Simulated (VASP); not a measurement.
# InP (Fm-3m) in VASP: further runs

InP is run at these levels: LDA; tasks: electric field gradients.

Everything below comes from runs of VASP 6.6.1. Logs are shortened: lines on timing, memory, paths and dates and some standing lists are left out, and cuts for length are marked.

## 1. The cell of the first run

The structure is cubic, space group Fm-3m (No. 225). The conventional cell has a = 5.672 Å, b = 5.672 Å, c = 5.672 Å, α = 90.00°, β = 90.00°, γ = 90.00°. Within 3.7 Å of In (site symmetry m-3m) lie 6 P at 2.84 Å. Within 3.7 Å of P (site symmetry m-3m) lie 6 In at 2.84 Å.

## 2. Electric field gradients, LDA (22.81 Å³/atom)

The input, INCAR:

```
SYSTEM = InP
PREC = Accurate
ENCUT = 520
EDIFF = 1E-8
ISMEAR = -1
SIGMA = 0.05
LREAL = .FALSE.
LASPH = .TRUE.
NELM = 100
ALGO = Normal
ISIF = 2
LWAVE = .FALSE.
LCHARG = .FALSE.
GGA = CA
LEFG = .TRUE.
NBANDS = 16
```

The input, KPOINTS:

```
regular mesh
0
G
  11 11 11
  0 0 0
```

The input, POSCAR:

```
InP
1.0
    0.0000000000      2.8358383488      2.8358383488
    2.8358383488      0.0000000000      2.8358383488
    2.8358383488      2.8358383488      0.0000000000
In P
1 1
Direct
    0.0000000000      0.0000000000      0.0000000000
    0.5000000000      0.5000000000      0.5000000000
```

Potentials or basis: VASP PAW LDA potentials, release 64 (In_d, P).

Command:

```console
$ cat potpaw_LDA.64/In_d/POTCAR potpaw_LDA.64/P/POTCAR > POTCAR
$ mpirun -np 1 vasp_std > vasp.out
```

OUTCAR:

```text
SYSTEM = InP
   PREC = Accurate
   ENCUT = 520
   EDIFF = 1E-8
   ISMEAR = -1
   LREAL = .FALSE.
   LASPH = .TRUE.
   NELM = 100
   ISIF = 2
   GGA = CA

 ion  position               nearest neighbor table
   1  0.000  0.000  0.000-   2 2.84   2 2.84   2 2.84   2 2.84   2 2.84   2 2.84
   2  0.500  0.500  0.500-   1 2.84   1 2.84   1 2.84   1 2.84   1 2.84   1 2.84

  LATTYP: Found a face centered cubic cell.
 ALAT       =     5.6716766976

  Lattice vectors:

 A1 = (   0.0000000000,   2.8358383488,   2.8358383488)
 A2 = (   2.8358383488,   0.0000000000,   2.8358383488)
 A3 = (   2.8358383488,   2.8358383488,   0.0000000000)

Analysis of symmetry for initial positions (statically):
=====================================================================
 Subroutine PRICEL returns:
 Original cell was already a primitive cell.

 Routine SETGRP: Setting up the symmetry group for a
 face centered cubic supercell.

 Subroutine GETGRP returns: Found 48 space group operations
 (whereof 48 operations were pure point group operations)
 out of a pool of 48 trial point group operations.

The static configuration has the point symmetry O_h .

Analysis of symmetry for dynamics (positions and initial velocities):
=====================================================================
 Subroutine PRICEL returns:
 Original cell was already a primitive cell.

 Routine SETGRP: Setting up the symmetry group for a
 face centered cubic supercell.

 Subroutine GETGRP returns: Found 48 space group operations
 (whereof 48 operations were pure point group operations)
 out of a pool of 48 trial point group operations.

The dynamic configuration has the point symmetry O_h .

 Subroutine INISYM returns: Found 48 space group operations
 (whereof 48 operations are pure point group operations),
 and found     1 'primitive' translations

----------------------------------------------------------------------------------------

                                     Primitive cell

  volume of cell :      45.6115

  direct lattice vectors                    reciprocal lattice vectors
     0.000000000  2.835838349  2.835838349    -0.176314704  0.176314704  0.176314704
     2.835838349  0.000000000  2.835838349     0.176314704 -0.176314704  0.176314704
     2.835838349  2.835838349  0.000000000     0.176314704  0.176314704 -0.176314704

  length of vectors
     4.010481054  4.010481054  4.010481054     0.305386026  0.305386026  0.305386026

  position of ions in fractional coordinates (direct lattice)
     0.000000000  0.000000000  0.000000000
     0.500000000  0.500000000  0.500000000

  ion indices of the primitive-cell ions
   primitive index   ion index
                 1           1
                 2           2

----------------------------------------------------------------------------------------

 KPOINTS: regular mesh

Automatic generation of k-mesh.
 Grid dimensions read from file:
 generate k-points for:   11   11   11

 Generating k-lattice:

  Cartesian coordinates                     Fractional coordinates (reciprocal lattice)
    -0.016028609  0.016028609  0.016028609     0.090909091  0.000000000  0.000000000
     0.016028609 -0.016028609  0.016028609     0.000000000  0.090909091  0.000000000
     0.016028609  0.016028609 -0.016028609     0.000000000  0.000000000  0.090909091

  Length of vectors
     0.027762366  0.027762366  0.027762366

  Shift w.r.t. Gamma in fractional coordinates (k-lattice)
     0.000000000  0.000000000  0.000000000

 Subroutine IBZKPT returns following result:
 ===========================================

 Found     56 irreducible k-points:

 Following reciprocal coordinates:
            Coordinates               Weight
  0.000000  0.000000  0.000000      1.000000
  0.090909  0.000000  0.000000      8.000000
  0.181818  0.000000  0.000000      8.000000
  0.272727  0.000000  0.000000      8.000000
  0.363636  0.000000  0.000000      8.000000
  0.454545  0.000000  0.000000      8.000000
[... 16 lines left out ...]
 -0.272727  0.181818  0.000000     24.000000
 -0.181818  0.181818  0.000000     12.000000
 [... further k-points ...]
   k-points           NKPTS =     56   k-points in BZ     NKDIM =     56   number of bands    NBANDS=     16
   number of dos      NEDOS =    301   number of ions     NIONS =      2
   total plane-waves  NPLWV =  27000
   dimension x,y,z NGX =    30 NGY =   30 NGZ =   30
   dimension x,y,z NGXF=    60 NGYF=   60 NGZF=   60
   ions per type =               1   1
   NGX,Y,Z   is equivalent  to a cutoff of  12.44, 12.44, 12.44 a.u.
   NGXF,Y,Z  is equivalent  to a cutoff of  24.87, 24.87, 24.87 a.u.
 SYSTEM =  InP
   PREC   = accura    normal or accurate (medium, high low for compatibility)
   ISTART =      0    job   : 0-new  1-cont  2-samecut
   ICHARG =      2    charge: 1-file 2-atom 10-const
   ISPIN  =      1    spin polarized calculation?
   LNONCOLLINEAR =      F non collinear calculations
   LSORBIT =      F    spin-orbit coupling
   LASPH  =      T    aspherical Exc in radial PAW
   ENCUT  =  520.0 eV  38.22 Ry    6.18 a.u.   7.46  7.46  7.46*2*pi/ulx,y,z
   NELM   =    100;   NELMIN=  2; NELMDL= -5     # of ELM steps
   EDIFF  = 0.1E-07   stopping-criterion for ELM
   LREAL  =      F    real-space projection
   EDIFFG = 0.1E-06   stopping-criterion for IOM
   NSW    =      0    number of steps for IOM
   IBRION =     -1    ionic relax: 0-MD 1-quasi-New 2-CG
   NFREE  =      0    steps in history (QN), initial steepest desc. (CG)
   ISIF   =      2    stress and relaxation
   ISYM   =      2    0-nonsym 1-usesym 2-fastsym
   POTIM  = 0.5000    time-step for ionic-motion
   TEBEG  =    0.0;   TEEND  =   0.0 temperature during run
   PSTRESS=    0.0 pullay stress
   NELECT =      18.0000    total number of electrons
   NUPDOWN=      -1.0000    fix difference up-down
   EMIN   =  10.00;   EMAX   =-10.00  energy-range for DOS
   EFERMI =   0.00;   METHOD = LEGACY
   ISMEAR =    -1;   SIGMA  =   0.05  broadening in eV -4-tet -1-fermi 0-gaus
   EFERMI_NEDOS =   21; number of points for ismear=-14 and -15
   IALGO  =     38    algorithm
   IMIX   =      4    mixing-type and parameters
     AMIX     =   0.40;   BMIX     =  1.00
     AMIX_MAG =   1.60;   BMIX_MAG =  1.00
  volume/ion in A,a.u.               =      22.81       153.90
  Fermi-wavevector in a.u.,A,eV,Ry     =   1.200810  2.269201 19.618839  1.441944
  Thomas-Fermi vector in A             =   2.336636
   LORBIT       =      0    0 simple, 1 ext, 2 COOP (PROOUT), +10 PAW based schemes
   GGA     = CA    functional components
   LHFCALC =     F    Hartree Fock is set to
   AEXX    =    0.0000 exact exchange contribution
   IVDW    =     0    specifies the selected vdW correction
   LEPSILON=     F    determine dielectric tensor
   LRPA    =     F    only Hartree local field effects (RPA)
 non-spin polarized calculation
  energy-cutoff  :      520.00
  volume of cell :       45.61
 maximum number of plane-waves:      1245
 NGX is ok and might be reduce to    30
   NGX = 15   NGY = 15   NGZ = 15

 number of electron      17.9999991 magnetization

 Free energy of the ion-electron system (eV)
  ---------------------------------------------------
  ext. energy  EPLUGINS =         0.00000000
  ---------------------------------------------------
  free energy    TOTEN  =        -9.14509475 eV

  energy without entropy =       -9.13759745  energy(sigma->0) =       -9.14134610

 E-fermi :   5.9698     XC(G=0): -10.3180

 val. band max:        5.9515668283   @ k =  -0.4545   0.0909   0.0000
 cond. band min:       5.9956826008   @ k =  -0.0909   0.0909   0.0000
 fundamental gap:      0.0441157725
 Fermi energy:         5.9698483940

 k-point     1 :       0.0000    0.0000    0.0000
  band No.  band energies     occupation
      1      -8.0762      2.00000
      2      -8.0762      2.00000
      3      -8.0562      2.00000
      4      -8.0562      2.00000
      5      -8.0562      2.00000
      6      -5.5053      2.00000
[... 8 lines left out ...]
     15      13.8622      0.00000
     16      13.8622      0.00000

 k-point     2 :       0.0909    0.0000    0.0000
  band No.  band energies     occupation
      1      -8.0790      2.00000
      2      -8.0790      2.00000
      3      -8.0562      2.00000
      4      -8.0520      2.00000
      5      -8.0520      2.00000
      6      -5.4102      2.00000
[... 8 lines left out ...]
     15      13.5665      0.00000
     16      13.9706      0.00000

 k-point     3 :       0.1818    0.0000    0.0000
  band No.  band energies     occupation
      1      -8.0886      2.00000
      2      -8.0886      2.00000
      3      -8.0567      2.00000
      4      -8.0387      2.00000
      5      -8.0387      2.00000
      6      -5.1304      2.00000
[... 8 lines left out ...]
     15      14.0115      0.00000
     16      14.0115      0.00000

 k-point     4 :       0.2727    0.0000    0.0000
  band No.  band energies     occupation
      1      -8.1022      2.00000
      2      -8.1022      2.00000
      3      -8.0581      2.00000
      4      -8.0200      2.00000
      5      -8.0200      2.00000
      6      -4.6883      2.00000
[... 8 lines left out ...]
     15      14.8409      0.00000
     16      14.8409      0.00000

 k-point     5 :       0.3636    0.0000    0.0000
  band No.  band energies     occupation
      1      -8.1150      2.00000
      2      -8.1150      2.00000
      3      -8.0601      2.00000
      4      -8.0025      2.00000
      5      -8.0025      2.00000
      6      -4.1499      2.00000
[... 8 lines left out ...]
     15      15.9070      0.00000
     16      15.9070      0.00000

 k-point     6 :       0.4545    0.0000    0.0000
  band No.  band energies     occupation
      1      -8.1226      2.00000
      2      -8.1226      2.00000
      3      -8.0615      2.00000
      4      -7.9920      2.00000
      5      -7.9920      2.00000
      6      -3.7037      2.00000
[... 8 lines left out ...]
     15      16.9377      0.00000
     16      16.9377      0.00000
[... 267 lines left out ...]
 k-point    21 :      -0.4545    0.1818    0.0000
  band No.  band energies     occupation
      1      -8.1731      2.00000
      2      -8.1018      2.00000
      3      -8.0502      2.00000
      4      -8.0087      2.00000
      5      -7.9871      2.00000
      6      -3.3239      2.00000
[... 8 lines left out ...]
     15      16.9678      0.00000
     16      17.4825      0.00000

 k-point    22 :      -0.3636    0.1818    0.0000
  band No.  band energies     occupation
      1      -8.1568      2.00000
      2      -8.1083      2.00000
      3      -8.0456      2.00000
      4      -8.0101      2.00000
      5      -7.9970      2.00000
      6      -3.5080      2.00000
[... 8 lines left out ...]
     15      15.7790      0.00000
     16      17.0778      0.00000

 k-point    23 :      -0.2727    0.1818    0.0000
  band No.  band energies     occupation
      1      -8.1334      2.00000
      2      -8.1090      2.00000
      3      -8.0477      2.00000
      4      -8.0125      2.00000
      5      -8.0118      2.00000
      6      -4.0074      2.00000
[... 8 lines left out ...]
     15      15.8336      0.00000
     16      17.9565      0.00000

 k-point    24 :      -0.1818    0.1818    0.0000
  band No.  band energies     occupation
      1      -8.1097      2.00000
      2      -8.1051      2.00000
      3      -8.0533      2.00000
      4      -8.0272      2.00000
      5      -8.0162      2.00000
      6      -4.5211      2.00000
[... 8 lines left out ...]
     15      15.6401      0.00000
     16      16.8072      0.00000

 [... further k-points ...]
[... 5 lines left out ...]
  --------------------------------------------------------------------------------------
  -------------------------------------------------------------------------------------
  Total       -2.5186938     -2.5186938     -2.5186938      0.0000000      0.0000000      0.0000000
  in kB      -88.4731609    -88.4731609    -88.4731609      0.0000000      0.0000000      0.0000000
  external PRESSURE =     -88.4731609 kB  Pullay stress =       0.0000000 kB

 VOLUME and BASIS-vectors are now :
 -----------------------------------------------------------------------------
  energy-cutoff  :      520.00
  volume of cell :       45.61
      direct lattice vectors                 reciprocal lattice vectors
     0.000000000  2.835838349  2.835838349    -0.176314704  0.176314704  0.176314704
     2.835838349  0.000000000  2.835838349     0.176314704 -0.176314704  0.176314704
     2.835838349  2.835838349  0.000000000     0.176314704  0.176314704 -0.176314704

 POSITION                                       TOTAL-FORCE (eV/Angst)
 -----------------------------------------------------------------------------------
      0.00000      0.00000      0.00000         0.000000      0.000000     -0.000000
      2.83584      2.83584      2.83584         0.000000      0.000000      0.000000
 -----------------------------------------------------------------------------------
    total drift:                               -0.000000      0.000000      0.000000

  FREE ENERGIE OF THE ION-ELECTRON SYSTEM (eV)
  ---------------------------------------------------
  free  energy   TOTEN  =        -9.1450947468 eV

  energy  without entropy=       -9.1375974545  energy(sigma->0) =       -9.14134610

 Electric field gradients (V/A^2)
---------------------------------------------------------------------
 ion       V_xx      V_yy      V_zz      V_xy      V_xz      V_yz
---------------------------------------------------------------------
   1       0.000    -0.000     0.000    -0.000    -0.000    -0.000
   2      -0.000     0.000    -0.000    -0.000    -0.000    -0.000
---------------------------------------------------------------------

 Electric field gradients after diagonalization (V/A^2)
 (convention: |V_zz| > |V_xx| > |V_yy|)
----------------------------------------------------------------------
 ion       V_xx      V_yy      V_zz     asymmetry (V_yy - V_xx)/ V_zz
----------------------------------------------------------------------
   1       0.000     0.000    -0.001       0.000
   2       0.000     0.000    -0.000       0.000
----------------------------------------------------------------------

           NMR quadrupolar parameters

 Cq : quadrupolar parameter    Cq=e*Q*V_zz/h
 eta: asymmetry parameters     (V_yy - V_xx)/ V_zz
 Q  : nuclear electric quadrupole moment in mb (millibarn)
----------------------------------------------------------------------
 ion       Cq(MHz)       eta       Q (mb)
----------------------------------------------------------------------
   1      -0.000       0.000       1.000
   2      -0.000       0.000       1.000
----------------------------------------------------------------------
```

Run time: 38 s. Hardware: 1 thread of Intel Xeon 8259CL, shared host; peak memory 0.17 GiB.

What came out:

| Quantity | Value |
| --- | --- |
| Free energy | -9.1451 eV |
| Pressure | -8.8 GPa |
| Band gap on the k mesh | zero (bands 9 and 10 overlap by 2.40 eV) |
| Largest electric field gradient by atom | zero within the noise of the run |

Levels at points of the mesh, in eV from the Fermi level:
| k point | band 5 | band 6 | band 7 | band 8 | band 9 | band 10 | band 11 | band 12 | band 13 | band 14 |
| --- | --- | --- | --- | --- | --- | --- | --- | --- | --- | --- |
| (0.00, 0.00, 0.00) | -14.03 | -11.48 | -0.20 | -0.20 | -0.20 | -0.15 | 7.12 | 7.12 | 7.12 | 7.89 |

Caveat: the cell stands under tension; spin-orbit coupling is left out, which moves the levels of the heavy elements.

## 3. Electric field gradients, LDA (23.04 Å³/atom)

This run uses another cell than the first one, of 23.04 Å³/atom.

The input, INCAR:

```
SYSTEM = InP
PREC = Accurate
ENCUT = 520
EDIFF = 1E-8
ISMEAR = -1
SIGMA = 0.05
LREAL = .False.
LASPH = .True.
NELM = 100
ALGO = Normal
ISIF = 2
LWAVE = .False.
LCHARG = .False.
GGA = CA
LEFG = .True.
NBANDS = 16
```

The input, KPOINTS:

```
regular mesh
0
Gamma
  11 11 11
  0 0 0
```

The input, POSCAR:

```
InP
1.0
    0.0000000000      2.8454514337      2.8454514337
    2.8454514337      0.0000000000      2.8454514337
    2.8454514337      2.8454514337      0.0000000000
In P
1 1
Direct
    0.0000000000      0.0000000000      0.0000000000
    0.5000000000      0.5000000000      0.5000000000
```

Potentials or basis: VASP PAW LDA potentials, release 64 (In_d, P).

Command:

```console
$ cat potpaw_LDA.64/In_d/POTCAR potpaw_LDA.64/P/POTCAR > POTCAR
$ mpirun -np 1 vasp_std > vasp.out
```

OUTCAR:

```text
SYSTEM = InP
   PREC = Accurate
   ENCUT = 520
   EDIFF = 1E-8
   ISMEAR = -1
   LREAL = .False.
   LASPH = .True.
   NELM = 100
   ISIF = 2
   GGA = CA

 ion  position               nearest neighbor table
   1  0.000  0.000  0.000-   2 2.85   2 2.85   2 2.85   2 2.85   2 2.85   2 2.85
   2  0.500  0.500  0.500-   1 2.85   1 2.85   1 2.85   1 2.85   1 2.85   1 2.85

  LATTYP: Found a face centered cubic cell.
 ALAT       =     5.6909028674

  Lattice vectors:

 A1 = (   0.0000000000,   2.8454514337,   2.8454514337)
[... 669 lines left out ...]
  ---------------------------------------------------
  free  energy   TOTEN  =        -9.1189593019 eV

  energy  without entropy=       -9.1113373886  energy(sigma->0) =       -9.11514835

 Electric field gradients (V/A^2)
---------------------------------------------------------------------
 ion       V_xx      V_yy      V_zz      V_xy      V_xz      V_yz
---------------------------------------------------------------------
   1      -0.000     0.000     0.000    -0.001    -0.001    -0.001
   2      -0.000     0.000    -0.000    -0.000    -0.000    -0.000
---------------------------------------------------------------------

 Electric field gradients after diagonalization (V/A^2)
 (convention: |V_zz| > |V_xx| > |V_yy|)
----------------------------------------------------------------------
 ion       V_xx      V_yy      V_zz     asymmetry (V_yy - V_xx)/ V_zz
----------------------------------------------------------------------
   1       0.001     0.001    -0.001       0.000
   2       0.000     0.000    -0.000       0.000
----------------------------------------------------------------------

           NMR quadrupolar parameters

 Cq : quadrupolar parameter    Cq=e*Q*V_zz/h
 eta: asymmetry parameters     (V_yy - V_xx)/ V_zz
 Q  : nuclear electric quadrupole moment in mb (millibarn)
----------------------------------------------------------------------
 ion       Cq(MHz)       eta       Q (mb)
----------------------------------------------------------------------
   1      -0.000       0.000       1.000
   2      -0.000       0.000       1.000
----------------------------------------------------------------------
```

stdout:

```text
POSCAR found type information on POSCAR InP
 POSCAR found :  2 types and       2 ions
 scaLAPACK will be used
 LDA part: xc-table for (Slater(with rela. corr.)+CA(PZ))
 , standard interpolation
 POSCAR, INCAR and KPOINTS ok, starting setup
 FFT: planning ... GRIDC
 FFT: planning ... GRID_SOFT
 FFT: planning ... GRID
 WAVECAR not read
 entering main loop
ion   1

ion   2
```

Wall time 43 s (1 thread of Intel Xeon 8259CL, shared host); peak memory 0.17 GiB.

What came out:

| Item | Value |
| --- | --- |
| Free energy | -9.1190 eV |
| Pressure | -9.3 GPa |
| Band gap on the k mesh | zero (bands 9 and 10 overlap by 2.36 eV) |
| Largest electric field gradient by atom | zero within the noise of the run |

Caveat: the cell stands under tension; spin-orbit coupling is left out, which moves the levels of the heavy elements.

(Continued in part 2 of 2.)
